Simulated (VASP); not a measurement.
Here is a VASP 6.6.1 calculation.

The input POSCAR:

```
TiAl3
1.0
    3.8963361812      0.0000000000      0.0000000000
    0.0000000000      3.8963361812      0.0000000000
    0.0000000000      0.0000000000      3.8370011125
Ti Al
1 3
Direct
    0.0000000000      0.0000000000      0.0000000000
    0.5000000000      0.5000000000      0.0000000000
    0.5000000000      0.0000000000      0.5000000000
    0.0000000000      0.5000000000      0.5000000000
```

Contents of INCAR.step1:

```
SYSTEM = TiAl3
PREC = Accurate
ENCUT = 520
ISMEAR = 0
SIGMA = 0.15
LREAL = .FALSE.
LASPH = .TRUE.
NELM = 80
NBANDS = 18
GGA = PE
ALGO = Normal
EDIFF = 1E-4
LWAVE = .TRUE.
LCHARG = .FALSE.
```

The input INCAR.step2:

```
SYSTEM = TiAl3
PREC = Accurate
ENCUT = 520
EDIFF = 1E-6
ISMEAR = 0
SIGMA = 0.15
LREAL = .FALSE.
LASPH = .TRUE.
NELM = 80
ALGO = Normal
ISIF = 2
LWAVE = .FALSE.
LCHARG = .FALSE.
METAGGA = R2SCAN
LMIXTAU = .TRUE.
NBANDS = 18
ISTART = 1
```

Contents of KPOINTS:

```
regular mesh
0
G
  12 12 12
  0 0 0
```

Potentials or basis: VASP PAW PBE potentials, release 64 (Ti_sv, Al).

The run is started by

```bash
$ cat potpaw_PBE.64/Ti_sv/POTCAR potpaw_PBE.64/Al/POTCAR > POTCAR
$ cp INCAR.step1 INCAR
$ mpirun -np 1 vasp_std > vasp.out
$ cp INCAR.step2 INCAR
$ mpirun -np 1 vasp_std > vasp.out
```

Task: Estimate the pressure.

Result: 7.9 GPa.

Task: Predict the band gap on the k mesh.

Result: Zero (an odd number of electrons rules out a gap without spin polarisation).

Stress tensor (GPa, compression positive):
```
7.09 0.00 0.00
0.00 7.09 0.00
0.00 0.00 9.43
```

Caveat: the cell differs from its parent crystal (strain -0.015 along x and y, -0.030 along z); the cell stands under pressure; the PAW data sets were made with another functional, which shifts forces and pressure a little.
